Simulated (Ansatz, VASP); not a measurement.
In: VASP beside Ansatz

```
In
1.0
     0.00000    3.19304    3.19304
     3.19304    0.00000    3.19304
     3.19304    3.19304    0.00000
In
2
Direct
  0.87500 0.87500 0.87500
  0.12500 0.12500 0.12500
```

Change from the starting cell: volume scaled by 0.92, LAPW.

Alike in both runs: task single point; functional PBEsol; k mesh 10 × 10 × 10; occupations fermi-dirac, width 0.08 eV; no spin polarisation.

|  | VASP | Ansatz |
| --- | --- | --- |
| version | VASP 6.6.1 | Ansatz 0.2.0 |
| potentials or method | VASP PAW PBE potentials, release 64 (In_d), cutoff 520 eV | all-electron LAPW, scalar-relativistic |

```csv
,VASP,Ansatz,Ansatz less VASP
pressure (GPa),2.8,2.9,+0.03
```

VASP's potentials were made for PBE, not for PBEsol. Ansatz ran all-electron here, and VASP with PAW potentials.
